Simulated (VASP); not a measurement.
Input of a VASP 6.6.1 run:

Contents of INCAR:

```
SYSTEM = Zr2Te3Pd2
ALGO     = Normal         ! electronic algorithm
EDIFF    = 1E-6           ! SCF threshold, eV
ENCUT    = 520            ! plane-wave cutoff, eV
GGA      = PE             ! functional
ISIF     = 2              ! what is computed and relaxed
ISMEAR   = 0              ! smearing method
LASPH    = .TRUE.         ! aspherical terms in the spheres
LCHARG   = .TRUE.         ! write CHGCAR
LELF     = .TRUE.         ! ELF
LREAL    = .FALSE.        ! projectors in reciprocal space
LVHAR    = .TRUE.       
LWAVE    = .FALSE.        ! write WAVECAR
NBANDS   = 40             ! bands
NELM     = 60             ! most SCF steps
PREC     = Accurate       ! precision mode
SIGMA    = 0.2            ! smearing width, eV
```

Contents of KPOINTS:

```
k-points
0
G
  5 5 2
  0 0 0
```

File POSCAR:

```
Zr2Te3Pd2
1.0
    4.2232190878      0.0000000000      0.0000000000
   -2.1116095439      3.6574150158      0.0000000000
    0.0000000000      0.0000000000     10.5867036254
Zr Te Pd
2 3 2
Direct
    0.3333333333      0.6666666667      0.1461532834
    0.6666666667      0.3333333333      0.8538467166
    0.3333333333      0.6666666667      0.6874747312
    0.6666666667      0.3333333333      0.3125252688
    0.0000000000      0.0000000000      0.0000000000
    0.6666666667      0.3333333333      0.5768544124
    0.3333333333      0.6666666667      0.4231455876
```

Potentials or basis: VASP PAW PBE potentials, release 64 (Zr_sv, Te, Pd).

Launch:

```console
$ cat potpaw_PBE.64/Zr_sv/POTCAR potpaw_PBE.64/Te/POTCAR potpaw_PBE.64/Pd/POTCAR > POTCAR
$ mpirun -np 1 vasp_std > vasp.out
```

Task: Predict the largest force.

Result: 0.033 eV/Å.

Task: Estimate the pressure.

Result: 0.5 GPa.

Stress tensor (GPa, compression positive):
```
0.58 0.00 0.00
0.00 0.58 0.00
0.00 0.00 0.42
```
